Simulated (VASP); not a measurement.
# Sb (R-3m) in VASP: notebook, part 2 of 4

VASP 6.6.1.

### Step 3. Electric field gradients, PBEsol (volume scaled by 1.06)

File INCAR:

```
  PREC = Accurate
  ENCUT = 400
  EDIFF = 1E-8
  ISMEAR = -1
  SIGMA = 0.05
  LREAL = False
  LASPH = True
  NELM = 120
  ALGO = Normal
  ISIF = 2
  LWAVE = False
  LCHARG = False
  GGA = PS
  LEFG = True
  NBANDS = 12
  GGA_COMPAT = False
```

File KPOINTS:

```
Automatic mesh
0
Gamma
  9 9 9
```

File POSCAR:

```
Sb
1.0
    2.1927796744      1.2660019353      3.8174304072
   -2.1927796744      1.2660019353      3.8174304072
    0.0000000000     -2.5320038705      3.8174304072
Sb
2
Direct
    0.2336400000      0.2336400000      0.2336400000
    0.7663600000      0.7663600000      0.7663600000
```

Potentials or basis: VASP PAW PBE potentials, release 64 (Sb).

Run with:

```console
> cat potpaw_PBE.64/Sb/POTCAR > POTCAR
> mpirun -np 1 vasp_std > vasp.out
```

OUTCAR:

```text
PREC = Accurate
   ENCUT = 400
   EDIFF = 1E-8
   ISMEAR = -1
   LREAL = False
   LASPH = True
   NELM = 120
   ISIF = 2
   GGA = PS

 ion  position               nearest neighbor table
   1  0.234  0.234  0.234-   2 2.96   2 2.96   2 2.96   2 3.41   2 3.41   2 3.41
   2  0.766  0.766  0.766-   1 2.96   1 2.96   1 2.96   1 3.41   1 3.41   1 3.41

  LATTYP: Found a trigonal (rhomboedric) cell.
 ALAT       =     4.5808098099
 COS(alpha) =     0.5417151843

  Lattice vectors:

 A1 = (   2.1927796744,   1.2660019353,   3.8174304072)
 A2 = (  -2.1927796744,   1.2660019353,   3.8174304072)
 A3 = (   0.0000000000,  -2.5320038705,   3.8174304072)

Analysis of symmetry for initial positions (statically):
=====================================================================
 Subroutine PRICEL returns:
 Original cell was already a primitive cell.

 Routine SETGRP: Setting up the symmetry group for a
 trigonal (rhombohedral) supercell.

 Subroutine GETGRP returns: Found 12 space group operations
 (whereof 12 operations were pure point group operations)
 out of a pool of 12 trial point group operations.

The static configuration has the point symmetry D_3d.

Analysis of symmetry for dynamics (positions and initial velocities):
=====================================================================
 Subroutine PRICEL returns:
 Original cell was already a primitive cell.

 Routine SETGRP: Setting up the symmetry group for a
 trigonal (rhombohedral) supercell.

 Subroutine GETGRP returns: Found 12 space group operations
 (whereof 12 operations were pure point group operations)
 out of a pool of 12 trial point group operations.

The dynamic configuration has the point symmetry D_3d.

 Subroutine INISYM returns: Found 12 space group operations
 (whereof 12 operations are pure point group operations),
 and found     1 'primitive' translations

----------------------------------------------------------------------------------------

                                     Primitive cell

  volume of cell :      63.5846

  direct lattice vectors                    reciprocal lattice vectors
     2.192779674  1.266001935  3.817430407     0.228021085  0.131648035  0.087318771
    -2.192779674  1.266001935  3.817430407    -0.228021085  0.131648035  0.087318771
     0.000000000 -2.532003871  3.817430407     0.000000000 -0.263296069  0.087318771

  length of vectors
     4.580809810  4.580809810  4.580809810     0.277397527  0.277397527  0.277397527

  position of ions in fractional coordinates (direct lattice)
     0.233640000  0.233640000  0.233640000
     0.766360000  0.766360000  0.766360000

  ion indices of the primitive-cell ions
   primitive index   ion index
                 1           1
                 2           2

----------------------------------------------------------------------------------------

 KPOINTS: Automatic mesh

Automatic generation of k-mesh.
[... 78 lines left out ...]
   NUPDOWN=      -1.0000    fix difference up-down
   EMIN   =  10.00;   EMAX   =-10.00  energy-range for DOS
   EFERMI =   0.00;   METHOD = LEGACY
   ISMEAR =    -1;   SIGMA  =   0.05  broadening in eV -4-tet -1-fermi 0-gaus
   EFERMI_NEDOS =   21; number of points for ismear=-14 and -15
   IALGO  =     38    algorithm
   IMIX   =      4    mixing-type and parameters
     AMIX     =   0.40;   BMIX     =  1.00
     AMIX_MAG =   1.60;   BMIX_MAG =  1.00
  volume/ion in A,a.u.               =      31.79       214.54
  Fermi-wavevector in a.u.,A,eV,Ry     =   0.883672  1.669897 10.624457  0.780876
  Thomas-Fermi vector in A             =   2.004469
   LORBIT       =      0    0 simple, 1 ext, 2 COOP (PROOUT), +10 PAW based schemes
   GGA     = PS    functional components
   LHFCALC =     F    Hartree Fock is set to
   AEXX    =    0.0000 exact exchange contribution
   IVDW    =     0    specifies the selected vdW correction
   LEPSILON=     F    determine dielectric tensor
   LRPA    =     F    only Hartree local field effects (RPA)
 non-spin polarized calculation
  energy-cutoff  :      400.00
  volume of cell :       63.58
 maximum number of plane-waves:      1169
 NGX is ok and might be reduce to    30
   NGX = 15   NGY = 15   NGZ = 15

 number of electron      10.0000000 magnetization

 number of electron       9.9999999 magnetization

 Free energy of the ion-electron system (eV)
  ---------------------------------------------------
  ext. energy  EPLUGINS =         0.00000000
  ---------------------------------------------------
  free energy    TOTEN  =        -9.09359811 eV

  energy without entropy =       -9.09241459  energy(sigma->0) =       -9.09300635

 E-fermi :   6.4368     XC(G=0):  -9.4499

 val. band max:        6.3322865412   @ k =   0.3333   0.2222   0.2222
 cond. band min:       6.5019698187   @ k =   0.4444   0.0000   0.0000
 fundamental gap:      0.1696832775
 Fermi energy:         6.4368372175

 k-point     1 :       0.0000    0.0000    0.0000
  band No.  band energies     occupation
      1      -5.8349      2.00000
      2       1.4337      2.00000
      3       4.5858      2.00000
      4       4.8103      2.00000
      5       4.8103      2.00000
      6       8.5425      0.00000
      7       9.1145      0.00000
      8       9.1145      0.00000
      9      11.5995      0.00000
     10      11.5995      0.00000
     11      11.7178      0.00000
     12      13.0998      0.00000
[... 331 lines left out ...]
 k-point    24 :       0.4444    0.4444    0.0000
  band No.  band energies     occupation
      1      -3.7717      2.00000
      2      -1.3460      2.00000
      3       1.5007      2.00000
      4       3.0401      2.00000
      5       3.0960      2.00000
      6       8.1684      0.00000
      7      11.0973      0.00000
      8      11.6761      0.00000
      9      12.5581      0.00000
     10      14.9786      0.00000
     11      15.8864      0.00000
     12      17.1236      0.00000

 [... further k-points ...]
[... 5 lines left out ...]
  --------------------------------------------------------------------------------------
  -------------------------------------------------------------------------------------
  Total       -1.0066949     -1.0066949     -0.9851630      0.0000000     -0.0000000      0.0000000
  in kB      -25.3662748    -25.3662748    -24.8237247      0.0000000     -0.0000000      0.0000000
  external PRESSURE =     -25.1854248 kB  Pullay stress =       0.0000000 kB

 VOLUME and BASIS-vectors are now :
 -----------------------------------------------------------------------------
  energy-cutoff  :      400.00
  volume of cell :       63.58
      direct lattice vectors                 reciprocal lattice vectors
     2.192779674  1.266001935  3.817430407     0.228021085  0.131648035  0.087318771
    -2.192779674  1.266001935  3.817430407    -0.228021085  0.131648035  0.087318771
     0.000000000 -2.532003871  3.817430407     0.000000000 -0.263296069  0.087318771

 POSITION                                       TOTAL-FORCE (eV/Angst)
 -----------------------------------------------------------------------------------
      0.00000      0.00000      2.67571         0.000000     -0.000000     -0.090702
      0.00000      0.00000      8.77658         0.000000      0.000000      0.090702
 -----------------------------------------------------------------------------------
    total drift:                                0.000000     -0.000000      0.000000

  FREE ENERGIE OF THE ION-ELECTRON SYSTEM (eV)
  ---------------------------------------------------
  free  energy   TOTEN  =        -9.0935981139 eV

  energy  without entropy=       -9.0924145877  energy(sigma->0) =       -9.09300635

 Electric field gradients (V/A^2)
---------------------------------------------------------------------
 ion       V_xx      V_yy      V_zz      V_xy      V_xz      V_yz
---------------------------------------------------------------------
   1      21.168    21.168   -42.337     0.000    -0.000    -0.000
   2      21.168    21.168   -42.337     0.000    -0.000    -0.000
---------------------------------------------------------------------

 Electric field gradients after diagonalization (V/A^2)
 (convention: |V_zz| > |V_xx| > |V_yy|)
----------------------------------------------------------------------
 ion       V_xx      V_yy      V_zz     asymmetry (V_yy - V_xx)/ V_zz
----------------------------------------------------------------------
   1      21.168    21.168   -42.337       0.000
   2      21.168    21.168   -42.337       0.000
----------------------------------------------------------------------

           NMR quadrupolar parameters

 Cq : quadrupolar parameter    Cq=e*Q*V_zz/h
 eta: asymmetry parameters     (V_yy - V_xx)/ V_zz
 Q  : nuclear electric quadrupole moment in mb (millibarn)
----------------------------------------------------------------------
 ion       Cq(MHz)       eta       Q (mb)
----------------------------------------------------------------------
   1      -0.102       0.000       1.000
   2      -0.102       0.000       1.000
----------------------------------------------------------------------
```

OSZICAR:

```text
N       E                     dE             d eps       ncg     rms          rms(c)
DAV:   1     0.275427719478E+02    0.27543E+02   -0.30485E+03  2040   0.526E+02
DAV:   2    -0.754169480971E+01   -0.35084E+02   -0.33539E+02  2696   0.962E+01
DAV:   3    -0.909405265727E+01   -0.15524E+01   -0.15425E+01  2500   0.224E+01
DAV:   4    -0.910724318852E+01   -0.13191E-01   -0.13189E-01  2360   0.255E+00
DAV:   5    -0.910742094498E+01   -0.17776E-03   -0.17776E-03  2520   0.313E-01    0.267E+00
DAV:   6    -0.909898984575E+01    0.84311E-02   -0.20731E-03  2380   0.259E-01    0.159E+00
DAV:   7    -0.909354813983E+01    0.54417E-02   -0.52558E-03  2336   0.403E-01    0.625E-02
DAV:   8    -0.909359032066E+01   -0.42181E-04   -0.11858E-04  2548   0.705E-02    0.166E-02
DAV:   9    -0.909359837881E+01   -0.80582E-05   -0.12102E-05  2400   0.203E-02    0.380E-03
DAV:  10    -0.909359796809E+01    0.41072E-06   -0.15364E-06  2464   0.652E-03    0.116E-03
DAV:  11    -0.909359807221E+01   -0.10412E-06   -0.12021E-07  2440   0.211E-03    0.525E-04
DAV:  12    -0.909359810819E+01   -0.35982E-07   -0.18781E-08  2452   0.711E-04    0.929E-05
DAV:  13    -0.909359811388E+01   -0.56862E-08   -0.11164E-09  1336   0.208E-04
   1 F= -.90935981E+01 E0= -.90930064E+01  d E =-.118353E-02
```

stdout:

```text
POSCAR found type information on POSCAR Sb
 POSCAR found :  1 types and       2 ions
 scaLAPACK will be used
 -----------------------------------------------------------------------------
|                                                                             |
|                                                                             |
|     You enforced a specific xc type in the INCAR file but a different       |
|     I HOPE YOU KNOW WHAT YOU ARE DOING!                                     |
|                                                                             |
 -----------------------------------------------------------------------------

 LDA part: xc-table for (Slater+PW92), standard interpolation
 POSCAR, INCAR and KPOINTS ok, starting setup
 FFT: planning ... GRIDC
 FFT: planning ... GRID_SOFT
 FFT: planning ... GRID
 WAVECAR not read
 entering main loop
ion   1

ion   2
```

Wall time 60 s (1 thread of Intel Xeon 8259CL, shared host); peak memory 0.19 GiB.

Results:

```yaml
Free_energy: -9.0936 eV
Pressure: -2.5 GPa
Largest_force: 0.091 eV/Å
Band_gap_on_the_k_mesh: 0.17 eV, indirect (least direct gap 0.49 eV)
```

Forces in eV/Å, atoms in the order of the input:
```
Sb   0.000  0.000 -0.091
Sb   0.000  0.000  0.091
```

Electric field gradients, principal values (V/Å²):
```tsv
atom	least	middle	greatest (by size)
1 Sb	21.168	21.168	-42.337
2 Sb	21.168	21.168	-42.337
```

Caveat: without QUAD_EFG the Cq values of the log hold for a quadrupole moment of 1 mb, not for the nuclei; the PAW data sets were made with another functional, which shifts forces and pressure a little; spin-orbit coupling is left out, which moves the levels of the heavy elements.

(Part 2 of 4 ends here.)
